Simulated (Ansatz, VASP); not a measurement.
## Two plane-wave programs on Pt

```xyz
1
Lattice="-1.6609 1.5851 1.5851 1.5851 -1.6609 1.5851 1.5851 1.5851 -1.6609" Properties=species:S:1:pos:R:3 pbc="T T T"
Pt    0.0000    0.0000    0.0000
```

Alike in both runs: task single point; functional PBEsol; k mesh 24 × 24 × 24; occupations gaussian, width 0.15 eV; no spin polarisation.

```csv
,VASP,Ansatz
version,VASP 6.6.1,Ansatz 0.2.0
potentials or method,"VASP PAW PBE potentials, release 64 (Pt), cutoff 520 eV","scalar-relativistic, plane waves, PAW"
valence electrons in the cell,10,18
```

|  | VASP | Ansatz | Ansatz less VASP |
| --- | --- | --- | --- |
| gap on the k mesh at the Fermi level (eV) | none | none | - |
| pressure (GPa) | -9.1 | -8.8 | +0.37 |
| traceless stress, the component that is largest in VASP (GPa) | 8.43 | 8.49 | +0.055 |

VASP's potentials were made for PBE, not for PBEsol. A gap of «none» marks a metal or a gap that the smearing closes. The functional is the same, so the differences come from potentials, cutoffs and numerics. VASP's potentials hold 10 valence electrons a cell and Ansatz's 18, so a difference there can come from the potentials and not from the codes.

Neither program's run includes spin-orbit coupling.
